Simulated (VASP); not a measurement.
# LiF (F-43m) in VASP: further runs, part 2 of 2

VASP 6.6.1. Earlier steps stand in the parts before.

## (3) Single point, PBE (volume scaled by 1.10)

Input file INCAR:

```
ALGO     = Normal         # electronic algorithm
EDIFF    = 1E-7           # SCF threshold, eV
ENCUT    = 520            # plane-wave cutoff, eV
GGA      = PE             # functional
ISIF     = 2              # what is computed and relaxed
ISMEAR   = 0              # smearing method
LASPH    = T              # aspherical terms in the spheres
LCHARG   = F              # write CHGCAR
LREAL    = F              # projectors in reciprocal space
LWAVE    = F              # write WAVECAR
NBANDS   = 12             # bands
NELM     = 80             # most SCF steps
PREC     = Accurate       # precision mode
SIGMA    = 0.02           # smearing width, eV
```

Input file KPOINTS:

```
k-points
0
Gamma
  10 10 10
```

Input file POSCAR:

```
LiF
1.0
    0.0000000000      2.2528600370      2.2528600370
    2.2528600370      0.0000000000      2.2528600370
    2.2528600370      2.2528600370      0.0000000000
Li F
1 1
Direct
    0.7500000000      0.7500000000      0.7500000000
    0.0000000000      0.0000000000      0.0000000000
```

Potentials or basis: VASP PAW PBE potentials, release 64 (Li_sv, F).

Run with:

```
cat potpaw_PBE.64/Li_sv/POTCAR potpaw_PBE.64/F/POTCAR > POTCAR
mpirun -np 1 vasp_std > vasp.out
```

OUTCAR:

```text
EDIFF = 1E-7
   ENCUT = 520
   GGA = PE
   ISIF = 2
   ISMEAR = 0
   LASPH = T
   LREAL = F
   NELM = 80
   PREC = Accurate

 ion  position               nearest neighbor table
   1  0.750  0.750  0.750-   2 1.95   2 1.95   2 1.95   2 1.95
   2  0.000  0.000  0.000-   1 1.95   1 1.95   1 1.95   1 1.95

  LATTYP: Found a face centered cubic cell.
 ALAT       =     4.5057200740

  Lattice vectors:

 A1 = (   0.0000000000,   2.2528600370,   2.2528600370)
 A2 = (   2.2528600370,   0.0000000000,   2.2528600370)
 A3 = (   2.2528600370,   2.2528600370,   0.0000000000)

Analysis of symmetry for initial positions (statically):
=====================================================================
 Subroutine PRICEL returns:
 Original cell was already a primitive cell.

 Routine SETGRP: Setting up the symmetry group for a
 face centered cubic supercell.

 Subroutine GETGRP returns: Found 24 space group operations
 (whereof 24 operations were pure point group operations)
 out of a pool of 48 trial point group operations.

The static configuration has the point symmetry T_d .

Analysis of symmetry for dynamics (positions and initial velocities):
=====================================================================
 Subroutine PRICEL returns:
 Original cell was already a primitive cell.

 Routine SETGRP: Setting up the symmetry group for a
 face centered cubic supercell.

 Subroutine GETGRP returns: Found 24 space group operations
 (whereof 24 operations were pure point group operations)
 out of a pool of 48 trial point group operations.

The dynamic configuration has the point symmetry T_d .

 Subroutine INISYM returns: Found 24 space group operations
 (whereof 24 operations are pure point group operations),
 and found     1 'primitive' translations

----------------------------------------------------------------------------------------

                                     Primitive cell

  volume of cell :      22.8682

  direct lattice vectors                    reciprocal lattice vectors
     0.000000000  2.252860037  2.252860037    -0.221940108  0.221940108  0.221940108
     2.252860037  0.000000000  2.252860037     0.221940108 -0.221940108  0.221940108
     2.252860037  2.252860037  0.000000000     0.221940108  0.221940108 -0.221940108

  length of vectors
     3.186025218  3.186025218  3.186025218     0.384411543  0.384411543  0.384411543

  position of ions in fractional coordinates (direct lattice)
     0.750000000  0.750000000  0.750000000
     0.000000000  0.000000000  0.000000000

  ion indices of the primitive-cell ions
   primitive index   ion index
                 1           1
                 2           2

----------------------------------------------------------------------------------------

 KPOINTS: k-points

Automatic generation of k-mesh.
 Grid dimensions read from file:
 generate k-points for:   10   10   10

 Generating k-lattice:

  Cartesian coordinates                     Fractional coordinates (reciprocal lattice)
    -0.022194011  0.022194011  0.022194011     0.100000000  0.000000000  0.000000000
     0.022194011 -0.022194011  0.022194011     0.000000000  0.100000000  0.000000000
     0.022194011  0.022194011 -0.022194011     0.000000000  0.000000000  0.100000000

  Length of vectors
     0.038441154  0.038441154  0.038441154

  Shift w.r.t. Gamma in fractional coordinates (k-lattice)
[... 36 lines left out ...]
   total plane-waves  NPLWV =  13824
   dimension x,y,z NGX =    24 NGY =   24 NGZ =   24
   dimension x,y,z NGXF=    48 NGYF=   48 NGZF=   48
   ions per type =               1   1
   NGX,Y,Z   is equivalent  to a cutoff of  12.52, 12.52, 12.52 a.u.
   NGXF,Y,Z  is equivalent  to a cutoff of  25.05, 25.05, 25.05 a.u.
 SYSTEM =  unknown system
   PREC   = accura    normal or accurate (medium, high low for compatibility)
   ISTART =      0    job   : 0-new  1-cont  2-samecut
   ICHARG =      2    charge: 1-file 2-atom 10-const
   ISPIN  =      1    spin polarized calculation?
   LNONCOLLINEAR =      F non collinear calculations
   LSORBIT =      F    spin-orbit coupling
   LASPH  =      T    aspherical Exc in radial PAW
   ENCUT  =  520.0 eV  38.22 Ry    6.18 a.u.   5.92  5.92  5.92*2*pi/ulx,y,z
   NELM   =     80;   NELMIN=  2; NELMDL= -5     # of ELM steps
   EDIFF  = 0.1E-06   stopping-criterion for ELM
   LREAL  =      F    real-space projection
   EDIFFG = 0.1E-05   stopping-criterion for IOM
   NSW    =      0    number of steps for IOM
   IBRION =     -1    ionic relax: 0-MD 1-quasi-New 2-CG
   NFREE  =      0    steps in history (QN), initial steepest desc. (CG)
   ISIF   =      2    stress and relaxation
   ISYM   =      2    0-nonsym 1-usesym 2-fastsym
   POTIM  = 0.5000    time-step for ionic-motion
   TEBEG  =    0.0;   TEEND  =   0.0 temperature during run
   PSTRESS=    0.0 pullay stress
   NELECT =      10.0000    total number of electrons
   NUPDOWN=      -1.0000    fix difference up-down
   EMIN   =  10.00;   EMAX   =-10.00  energy-range for DOS
   EFERMI =   0.00;   METHOD = LEGACY
   ISMEAR =     0;   SIGMA  =   0.02  broadening in eV -4-tet -1-fermi 0-gaus
   EFERMI_NEDOS =   21; number of points for ismear=-14 and -15
   IALGO  =     38    algorithm
   IMIX   =      4    mixing-type and parameters
     AMIX     =   0.40;   BMIX     =  1.00
     AMIX_MAG =   1.60;   BMIX_MAG =  1.00
  volume/ion in A,a.u.               =      11.43        77.16
  Fermi-wavevector in a.u.,A,eV,Ry     =   1.242598  2.348170 21.008070  1.544050
  Thomas-Fermi vector in A             =   2.376945
   LORBIT       =      0    0 simple, 1 ext, 2 COOP (PROOUT), +10 PAW based schemes
   GGA     = PE    functional components
   LHFCALC =     F    Hartree Fock is set to
   AEXX    =    0.0000 exact exchange contribution
   IVDW    =     0    specifies the selected vdW correction
   LEPSILON=     F    determine dielectric tensor
   LRPA    =     F    only Hartree local field effects (RPA)
 non-spin polarized calculation
 Gauss-broadening in eV      SIGMA  =   0.02
  energy-cutoff  :      520.00
  volume of cell :       22.87
 maximum number of plane-waves:       636
   NGX = 11   NGY = 11   NGZ = 11

 number of electron      10.0000020 magnetization

 Free energy of the ion-electron system (eV)
  ---------------------------------------------------
  ext. energy  EPLUGINS =         0.00000000
  ---------------------------------------------------
  free energy    TOTEN  =        -9.60182797 eV

  energy without entropy =       -9.60182797  energy(sigma->0) =       -9.60182797

 E-fermi :  -2.8768     XC(G=0):  -8.2301

 val. band max:       -3.1339992246   @ k =   0.0000   0.0000   0.0000
 cond. band min:       4.0280722602   @ k =   0.0000   0.0000   0.0000
 fundamental gap:      7.1620714848
 Fermi energy:        -2.8768486299

 k-point     1 :       0.0000    0.0000    0.0000
  band No.  band energies     occupation
      1     -43.9283      2.00000
      2     -22.2589      2.00000
      3      -3.1340      2.00000
      4      -3.1340      2.00000
      5      -3.1340      2.00000
      6       4.0281      0.00000
      7      15.0931      0.00000
      8      15.0931      0.00000
      9      15.0931      0.00000
     10      22.9946      0.00000
     11      22.9946      0.00000
     12      22.9947      0.00000
[... 331 lines left out ...]
 k-point    24 :       0.4000    0.3000    0.0000
  band No.  band energies     occupation
      1     -43.9077      2.00000
      2     -22.1111      2.00000
      3      -4.2102      2.00000
      4      -3.6514      2.00000
      5      -3.6309      2.00000
      6       6.6970      0.00000
      7      12.4781      0.00000
      8      14.7088      0.00000
      9      14.7393      0.00000
     10      16.3408      0.00000
     11      22.5157      0.00000
     12      26.3487      0.00000

 [... further k-points ...]

------------------------ aborting loop because EDIFF is reached ----------------------------------------

  FORCE on cell =-STRESS in cart. coord.  units (eV):
  Direction    XX          YY          ZZ          XY          YZ          ZX
  --------------------------------------------------------------------------------------
  -------------------------------------------------------------------------------------
  Total       -0.6164716     -0.6164716     -0.6164716      0.0000000     -0.0000000      0.0000000
  in kB      -43.1907803    -43.1907803    -43.1907803      0.0000000     -0.0000000      0.0000000
  external PRESSURE =     -43.1907803 kB  Pullay stress =       0.0000000 kB

 VOLUME and BASIS-vectors are now :
 -----------------------------------------------------------------------------
  energy-cutoff  :      520.00
  volume of cell :       22.87
      direct lattice vectors                 reciprocal lattice vectors
     0.000000000  2.252860037  2.252860037    -0.221940108  0.221940108  0.221940108
     2.252860037  0.000000000  2.252860037     0.221940108 -0.221940108  0.221940108
     2.252860037  2.252860037  0.000000000     0.221940108  0.221940108 -0.221940108

 POSITION                                       TOTAL-FORCE (eV/Angst)
 -----------------------------------------------------------------------------------
      3.37929      3.37929      3.37929        -0.000000     -0.000000     -0.000000
      0.00000      0.00000      0.00000         0.000000      0.000000      0.000000
 -----------------------------------------------------------------------------------
    total drift:                                0.000000      0.000000      0.000000

  FREE ENERGIE OF THE ION-ELECTRON SYSTEM (eV)
  ---------------------------------------------------
  free  energy   TOTEN  =        -9.6018279703 eV

  energy  without entropy=       -9.6018279703  energy(sigma->0) =       -9.60182797
```

Run time: 19 s. Hardware: 1 thread of AMD EPYC 7R13, shared host; peak memory 0.11 GiB.

What came out:

```
Free energy            : -9.6018 eV
Band gap on the k mesh : 7.16 eV, direct
```

Levels at points of the mesh, in eV from the valence-band top:
```csv
k point,band 1,band 2,band 3,band 4,band 5,band 6,band 7,band 8,band 9,band 10
"(0.00, 0.00, 0.00)",-40.79,-19.12,0.00,0.00,0.00,7.16,18.23,18.23,18.23,26.13
"(0.50, 0.00, 0.00)",-40.77,-18.98,-1.64,-0.21,-0.21,11.05,13.62,17.91,17.91,24.31
"(0.50, 0.50, 0.00)",-40.77,-18.94,-1.18,-0.65,-0.65,10.12,14.88,17.92,17.92,19.61
```

Caveat: the cutoff is under 1.25 times the usual one of these potentials, so pressure, stress and relaxed cells hold a basis-set (Pulay) error. A k mesh can miss the band edges.
